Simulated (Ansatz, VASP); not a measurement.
## GaSb4: VASP beside Ansatz

INCAR

```
  PREC = Accurate
  ENCUT = 520
  EDIFF = 1E-7
  ISMEAR = 0
  SIGMA = 0.1
  LREAL = F
  LASPH = T
  NELM = 60
  ALGO = Normal
  ISIF = 2
  LWAVE = F
  LCHARG = F
  GGA = PE
  NBANDS = 24
```

Contents of KPOINTS:

```
regular mesh
0
Gamma
  4 4 4
```

Contents of POSCAR:

```
GaSb4
1.0
    5.3327088300      0.0000000000      0.0000000000
    0.0000000000      5.3327088300      0.0000000000
    0.0000000000      0.0000000000      5.3327088300
Ga Sb
1 4
Direct
    0.0000000000      0.0000000000      0.0000000000
    0.2500000000      0.2500000000      0.2500000000
    0.7500000000      0.7500000000      0.2500000000
    0.2500000000      0.7500000000      0.7500000000
    0.7500000000      0.2500000000      0.7500000000
```

Input for Ansatz:

```yaml
crystal:
  lattice:
    - [5.33270883, 0.0, 0.0]
    - [0.0, 5.33270883, 0.0]
    - [0.0, 0.0, 5.33270883]
  atoms:
    - { symbol: Ga, position: [0.0, 0.0, 0.0] }
    - { symbol: Sb, position: [0.25, 0.25, 0.25] }
    - { symbol: Sb, position: [0.75, 0.75, 0.25] }
    - { symbol: Sb, position: [0.25, 0.75, 0.75] }
    - { symbol: Sb, position: [0.75, 0.25, 0.75] }
basis:
  ecutwfc: 420
kpoints:
  mp_grid: { grid: [4, 4, 4] }
hamiltonian:
  xc: pbe
scf:
  occupations: { method: gaussian, width: 0.1 }
  lower_state_search: "off"
output:
  forces: true
  stress: true
  eigenvalues: true
```

Change from the starting cell: species swapped into the SnI4 type (P-43m, No. 215).

Alike in both runs: task single point; functional PBE; k mesh 4 × 4 × 4; occupations gaussian, width 0.1 eV; no spin polarisation.

```csv
,VASP,Ansatz
version,VASP 6.6.1,Ansatz 0.2.0
potentials or method,"VASP PAW PBE potentials, release 64 (Ga_d, Sb), cutoff 520 eV","scalar-relativistic, plane waves, PAW"
valence electrons in the cell,33,73
```

```tsv
	VASP	Ansatz	Ansatz less VASP
gap on the k mesh at the Fermi level (eV)	none	none	-
pressure (GPa)	9.0	9.0	0.00
```

A gap of «none» marks a metal or a gap that the smearing closes. The functional is the same, so the differences come from potentials, cutoffs and numerics. VASP's potentials hold 33 valence electrons a cell and Ansatz's 73, so a difference there can come from the potentials and not from the codes.

Neither program's run includes spin-orbit coupling.
